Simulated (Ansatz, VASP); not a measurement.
**One calculation of SiC, two programs**

```
CELL_PARAMETERS angstrom
0.00000 2.18986 2.18986
2.18986 0.00000 2.18986
2.18986 2.18986 0.00000
ATOMIC_POSITIONS crystal
Si 0.00000 0.00000 0.00000
C 0.71575 0.71575 0.73581
```

Alike in both runs: task single point; functional PBE; k mesh 10 × 10 × 10; occupations gaussian, width 0.05 eV; no spin polarisation.

|  | VASP | Ansatz |
| --- | --- | --- |
| version | VASP 6.6.1 | Ansatz 0.2.0 |
| potentials or method | VASP PAW PBE potentials, release 64 (Si, C), cutoff 520 eV | scalar-relativistic, plane waves, PAW |
| valence electrons in the cell | 8 | 8 |

```csv
,VASP,Ansatz,Ansatz less VASP
gap on the k mesh at the Fermi level (eV),0.29,0.30,+0.005
least direct gap on the mesh (eV),4.02,4.02,+0.003
pressure (GPa),3.6,3.7,+0.08
"traceless stress, the component that is largest in VASP (GPa)",-6.13,-6.14,-0.011
rms of the force components (eV/Å),1.494,1.493,-0.0011
```

Atom by atom the forces differ by 0.001 eV/Å (rms over components). With one functional, cell and mesh, what is left measures potentials, basis and numerics.
